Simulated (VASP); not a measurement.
# CrPb (Pm-3m) in VASP: a series of runs, part 2 of 2

VASP 6.6.1. The steps go on from the part before.

## (5) Single point, PBEsol

This run uses another cell than the first one: it holds 2 atoms, not 4.

INCAR reads:

```
SYSTEM = CrPb
PREC     = Accurate       ! precision mode
ENCUT    = 520            ! plane-wave cutoff, eV
EDIFF    = 1E-7           ! SCF threshold, eV
ISMEAR   = 0              ! smearing method
SIGMA    = 0.1            ! smearing width, eV
LREAL    = .FALSE.        ! projectors in reciprocal space
LASPH    = .TRUE.         ! aspherical terms in the spheres
NELM     = 80             ! most SCF steps
ALGO     = Normal         ! electronic algorithm
ISIF     = 2              ! what is computed and relaxed
LWAVE    = .FALSE.        ! write WAVECAR
LCHARG   = .FALSE.        ! write CHGCAR
GGA      = PS             ! functional
NBANDS   = 20             ! bands
```

KPOINTS reads:

```
regular mesh
0
G
  12 12 12
  0 0 0
```

POSCAR reads:

```
CrPb
1.0
    3.4858517531      0.0000000000      0.0000000000
    0.0000000000      3.4858517531      0.0000000000
    0.0000000000      0.0000000000      3.4858517531
Cr Pb
1 1
Direct
    0.0000000000      0.0000000000      0.0000000000
    0.5000000000      0.5000000000      0.5000000000
```

Run with:

```
$ cat potpaw_PBE.64/Cr_pv/POTCAR potpaw_PBE.64/Pb_d/POTCAR > POTCAR
$ mpirun -np 1 vasp_std > vasp.out
```

Run time: 37 s. Hardware: 1 thread of Intel Xeon Platinum 8488C (Sapphire Rapids), shared host; peak memory 0.21 GiB.

Results (log left out):

```yaml
Free_energy: -11.7623 eV
Pressure: -15.0 GPa
Band_gap_on_the_k_mesh: zero (bands 13 and 14 overlap by 0.95 eV)
```

Levels at points of the mesh, in eV from the Fermi level:
| k point | band 10 | band 11 | band 12 | band 13 | band 14 | band 15 | band 16 | band 17 |
| --- | --- | --- | --- | --- | --- | --- | --- | --- |
| (0.00, 0.00, 0.00) | -0.98 | -0.98 | 0.31 | 0.31 | 0.31 | 2.52 | 2.52 | 2.52 |
| (0.50, 0.00, 0.00) | -5.32 | -0.90 | -0.70 | -0.70 | 0.27 | 0.80 | 6.45 | 6.45 |
| (0.50, 0.50, 0.00) | -2.91 | -2.91 | -1.11 | -0.03 | -0.03 | 0.70 | 0.92 | 2.35 |
| (0.50, 0.50, 0.50) | -2.90 | -2.90 | -2.90 | 0.73 | 0.73 | 3.00 | 3.00 | 3.00 |

Caveat: the cell stands under tension; the PAW data sets were made with another functional, which shifts forces and pressure a little; spin-orbit coupling is left out, which moves the levels of the heavy elements; the run has no spin polarisation, though such a crystal can be magnetic. Spin polarisation is off, so any magnetic state and its effect on volume and gap are missing.

## (6) Single point, PBEsol, collinear spin, zero start

This run uses another cell than the first one: it holds 2 atoms, not 4.

INCAR reads:

```
PREC = Accurate ; ENCUT = 520
EDIFF = 1E-7 ; ISMEAR = 0
SIGMA = 0.1 ; LREAL = F
LASPH = T ; NELM = 150
ALGO = Fast ; ISIF = 2
LWAVE = F ; LCHARG = T
ISPIN = 2 ; MAGMOM = 0 0
LORBIT = 11 ; NUPDOWN = 0.0
LMAXMIX = 4 ; GGA = PS
LELF = T ; LVHAR = T
NBANDS = 24
```

KPOINTS reads:

```
regular mesh
0
Gamma
  12 12 12
```

POSCAR is that of step 5.

Potentials or basis: VASP PAW PBE potentials, release 64 (Cr_pv, Pb_d).

Run with:

```
$ cat potpaw_PBE.64/Cr_pv/POTCAR potpaw_PBE.64/Pb_d/POTCAR > POTCAR
$ mpirun -np 1 vasp_std > vasp.out
```

OUTCAR:

```text
PREC = Accurate
   ENCUT = 520
   EDIFF = 1E-7
   ISMEAR = 0
   LREAL = F
   LASPH = T
   NELM = 150
   ISIF = 2
   ISPIN = 2
   LORBIT = 11
   NUPDOWN = 0.0
   GGA = PS

 ion  position               nearest neighbor table
   1  0.000  0.000  0.000-   2 3.02   2 3.02   2 3.02   2 3.02   2 3.02   2 3.02   2 3.02   2 3.02

   2  0.500  0.500  0.500-   1 3.02   1 3.02   1 3.02   1 3.02   1 3.02   1 3.02   1 3.02   1 3.02

  LATTYP: Found a simple cubic cell.
 ALAT       =     3.4858517531

[... 1517 lines left out ...]
  external PRESSURE =    -150.4026949 kB  Pullay stress =       0.0000000 kB

 VOLUME and BASIS-vectors are now :
 -----------------------------------------------------------------------------
  energy-cutoff  :      520.00
  volume of cell :       42.36
      direct lattice vectors                 reciprocal lattice vectors
     3.485851753  0.000000000  0.000000000     0.286873932  0.000000000  0.000000000
     0.000000000  3.485851753  0.000000000     0.000000000  0.286873932  0.000000000
     0.000000000  0.000000000  3.485851753     0.000000000  0.000000000  0.286873932

 POSITION                                       TOTAL-FORCE (eV/Angst)
 -----------------------------------------------------------------------------------
      0.00000      0.00000      0.00000         0.000000      0.000000      0.000000
      1.74293      1.74293      1.74293         0.000000      0.000000      0.000000
 -----------------------------------------------------------------------------------
    total drift:                                0.000000      0.000000      0.000000

  FREE ENERGIE OF THE ION-ELECTRON SYSTEM (eV)
  ---------------------------------------------------
  free  energy   TOTEN  =       -11.7623391796 eV

  energy  without entropy=      -11.7322163428  energy(sigma->0) =      -11.74727776

 total charge

# of ion       s       p       d       tot
------------------------------------------
    1        0.229   6.126   4.138  10.493
    2        1.265   0.951   9.821  12.036
--------------------------------------------------
tot          1.494   7.076  13.959  22.529

 magnetization (x)

# of ion       s       p       d       tot
------------------------------------------
    1        0.000   0.000  -0.000  -0.000
    2        0.000   0.000   0.000   0.000
--------------------------------------------------
tot          0.000   0.000  -0.000  -0.000
```

Wall time 2 min (1 thread of Intel Xeon Platinum 8488C (Sapphire Rapids), shared host); peak memory 0.27 GiB.

Results:

* Free energy: -11.7623 eV
* Pressure: -15.0 GPa
* Net moment: 0.00 μB per cell
* Valence electrons inside the program's atomic spheres: Cr 10.49; Pb 12.04

Caveat: the cell stands under tension; the PAW data sets were made with another functional, which shifts forces and pressure a little; spin-orbit coupling is left out, which moves the levels of the heavy elements; the total moment is fixed, so each spin has its own Fermi level.

## (7) The runs side by side

| spin | fixed moment (μB) | cell | k mesh | gap on the mesh (eV) | pressure (GPa) | moment (μB) |
| --- | --- | --- | --- | --- | --- | --- |
| collinear, antiferromagnetic start | - | a = 4.688, b = 4.688, c = 6.630 Å, angles 45.0, 45.0, 60.0°, 4 atoms, atomic positions A | 12 × 12 × 6 | none | 10.3 | 0.00 |
| collinear, antiferromagnetic start | - | a = 4.795, b = 4.795, c = 6.781 Å, angles 45.0, 45.0, 60.0°, 4 atoms, atomic positions A | 12 × 12 × 6 | none | 4.0 | 0.00 |
| collinear, ferromagnetic start | - | a = 3.391 Å, 2 atoms, atomic positions B | 6 × 6 × 6 | none | 5.3 | 3.77 |
| off | - | a = 3.486 Å, 2 atoms, atomic positions B | 12 × 12 × 12 | none | -15.0 | - |
| collinear, zero start | 0.0 | a = 3.486 Å, 2 atoms, atomic positions B | 12 × 12 × 12 | - | -15.0 | 0.00 |

Alike in all rows: task single point; level PBEsol; potentials or basis VASP PAW PBE potentials, release 64 (Cr_pv, Pb_d); cutoff (eV) 520; smearing gaussian 0.1 eV.

Caveats: the PAW data sets were made with another functional, which shifts forces and pressure a little; spin-orbit coupling is left out, which moves the levels of the heavy elements; the cell stands under pressure (at least some runs); the antiferromagnetic order is the one typed at the start, and another may lie lower (at least some runs); the cell stands under tension (at least some runs); an empty level that is flat over the whole mesh can mark a ghost state of the potentials, or a narrow d or f band (at least some runs); the total moment is fixed, so each spin has its own Fermi level (at least some runs).

Absolute energies hang on the potentials; compare differences alone.
